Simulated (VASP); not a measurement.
Crystal: Cu.

```
CELL_PARAMETERS angstrom
2.30274 0.00000 0.00000
0.00000 2.30274 0.00000
0.00000 0.00000 2.30274
ATOMIC_POSITIONS crystal
Cu 0.00000 0.00000 0.00000
```

This isn't the form of Cu at room conditions, which is fcc.

- Program: VASP 6.6.1
- Task: relaxation of cell and atoms
- Functional: PBEsol
- Potentials or basis: VASP PAW PBE potentials, release 64 (Cu_sv_GW)
- Cutoff: 820 eV
- k mesh: 18 × 18 × 18
- Occupations: fermi-dirac, width 0.08 eV
- Spin: no spin polarisation

At the start: pressure 9.7 GPa; volume 12.21 Å³/atom.

**Question.** How do energy, volume and symmetry change on relaxing?

**Answer.** Over 3 steps the energy falls by 21.0 meV/atom and the volume is 12.95 Å³/atom (+6.0 %); space group Pm-3m (No. 221, to 0.1 Å) before and after.

The path:
```
step  energy change (eV)  largest force (eV/Å)  pressure (GPa)  volume (Å³)
   1              0.0000                0.0000            9.69        12.21
   2             -0.0089                0.0000           -6.01        13.56
   3             -0.0210                0.0000            0.06        12.95
```

Final structure:
```xyz
1
Lattice="2.3482 0.0000 0.0000 0.0000 2.3482 0.0000 0.0000 0.0000 2.3482" Properties=species:S:1:pos:R:3 pbc="T T T"
Cu    0.0000    0.0000    0.0000
```

Caveat: the PAW data sets were made with another functional, which shifts forces and pressure a little.
